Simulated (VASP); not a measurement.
Write the native input for VASP 6.6.1 that does the following.

```
Task                   : single point
Functional             : PBE
Potentials or basis    : VASP PAW PBE potentials, release 64 (Ba_sv, Si)
Cutoff                 : 520 eV
k mesh                 : 6 × 6 × 6
Occupations            : gaussian, width 0.05 eV
Spin                   : no spin polarisation
Dipole correction      : no
Further INCAR settings : ALGO = Normal; EDIFF = 1e-06; NBANDS = 25
```

The structure of Ba3Si lies in POSCAR:

```
Ba3Si
1.0
    5.5061457431      0.0000000000      0.0000000000
    0.0000000000      5.5061457431      0.0000000000
    0.0000000000      0.0000000000      5.5061457431
Ba Si
3 1
Direct
    0.0000000000      0.5000000000      0.5000000000
    0.5000000000      0.5000000000      0.0000000000
    0.5000000000      0.0000000000      0.5000000000
    0.0000000000      0.0000000000      0.0000000000
```

This cell differs from its parent crystal: volume scaled by 1.070.

These files were run (other wordings do the same):

INCAR

```
SYSTEM = Ba3Si
  PREC = Accurate
  ENCUT = 520
  EDIFF = 1E-6
  ISMEAR = 0
  SIGMA = 0.05
  LREAL = .False.
  LASPH = .True.
  NELM = 60
  ALGO = Normal
  ISIF = 2
  LWAVE = .False.
  LCHARG = .True.
  GGA = PE
  LELF = .True.
  LVHAR = .True.
  NBANDS = 25
```

KPOINTS

```
Automatic mesh
0
Gamma
  6 6 6
  0 0 0
```

Potentials or basis: VASP PAW PBE potentials, release 64 (Ba_sv, Si).

The run is started by

```sh
$ cat potpaw_PBE.64/Ba_sv/POTCAR potpaw_PBE.64/Si/POTCAR > POTCAR
$ mpirun -np 1 vasp_std > vasp.out
```

It gave:

* Pressure: -0.7 GPa
* Band gap on the k mesh: zero (band 17 reaches 3.38 eV, above the bottom of band 18 at 2.53 eV)

Caveat: spin-orbit coupling is left out, which moves the levels of the heavy elements.

Wall time 43 s on 1 thread of Intel(R) Xeon(R) 6975P-C (Granite Rapids), on a shared host, peak memory 0.28 GiB.
